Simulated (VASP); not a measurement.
Crystal: ZnSe3.

```
Zn Se
1.0
     6.27110    0.00000    0.00000
    -3.13555    5.43093    0.00000
     0.00000    0.00000    4.66658
Zn Se
2 6
Direct
  0.33333 0.66667 0.25000
  0.66667 0.33333 0.75000
  0.82339 0.64677 0.25000
  0.17661 0.82339 0.75000
  0.35323 0.17661 0.25000
  0.17661 0.35323 0.75000
  0.82339 0.17661 0.25000
  0.64677 0.82339 0.75000
```

- Program: VASP 6.6.1
- Task: relaxation of cell and atoms
- Functional: PBE
- Potentials or basis: VASP PAW PBE potentials, release 64 (Zn, Se)
- Cutoff: 600 eV
- k mesh: 6 × 6 × 8
- Occupations: gaussian, width 0.1 eV
- Spin: no spin polarisation

At the start: pressure 0.5 GPa; volume 19.87 Å³/atom.

Q: Where does the relaxation end?

A: Over 24 steps the energy falls by 307.7 meV/atom and the volume is 21.24 Å³/atom (+6.9 %); space group P6_3/mmc (No. 194, to 0.1 Å) before and after.

The path:
```
step  energy change (eV)  largest force (eV/Å)  pressure (GPa)  volume (Å³)
   1              0.0000                0.2293            0.53       158.93
   2             -0.0432                0.2131            0.11       160.43
   3             -0.1860                0.1510           -0.84       164.86
   4             -0.5950                0.0485           -1.92       173.36
   5             -1.3864                0.2447           -1.98       188.61
   6              0.2866                2.0492            8.27       209.99
   7             -1.4382                0.4912           -0.22       193.66
   8             -1.4919                0.4841           -0.36       195.59
   9             -1.5208                0.4685           -0.42       198.53
  10             -1.5221                0.4709           -0.41       197.95
  11             -1.5563                0.4600           -0.56       196.85
  12             -1.6609                0.4512           -0.92       193.56
  13             -1.8816                0.4290           -1.28       187.08
  14             -2.2596                0.3534           -0.46       174.57
  15             -1.7201                0.8155           10.20       151.22
  16             -2.3404                0.3380            0.64       169.85
  17             -2.3465                0.0069            4.11       160.23
  18             -2.3921                0.2504            1.90       165.46
  19             -2.4580                0.0397           -0.49       171.14
  20             -2.4581                0.0460           -0.44       170.94
  21             -2.4617                0.0078            0.00       170.05
  22             -2.4618                0.0004           -0.09       170.17
  23             -2.4618                0.0015           -0.07       170.15
  24             -2.4619                0.0019            0.00       169.89
```

Final structure:
```yaml
crystal:
  lattice:
    - [7.39388, 0.00000, 0.00000]
    - [-3.69694, 6.40329, 0.00000]
    - [0.00000, 0.00000, 3.58841]
  atoms:
    - { symbol: Zn, position: [0.33333, 0.66667, 0.25000] }
    - { symbol: Zn, position: [0.66667, 0.33333, 0.75000] }
    - { symbol: Se, position: [0.82488, 0.64977, 0.25000] }
    - { symbol: Se, position: [0.17511, 0.82488, 0.75000] }
    - { symbol: Se, position: [0.35023, 0.17511, 0.25000] }
    - { symbol: Se, position: [0.17512, 0.35023, 0.75000] }
    - { symbol: Se, position: [0.82488, 0.17511, 0.25000] }
    - { symbol: Se, position: [0.64977, 0.82488, 0.75000] }
```

Caveat: a cell axis changed by over 15 % at a fixed basis, so the end point is rough.
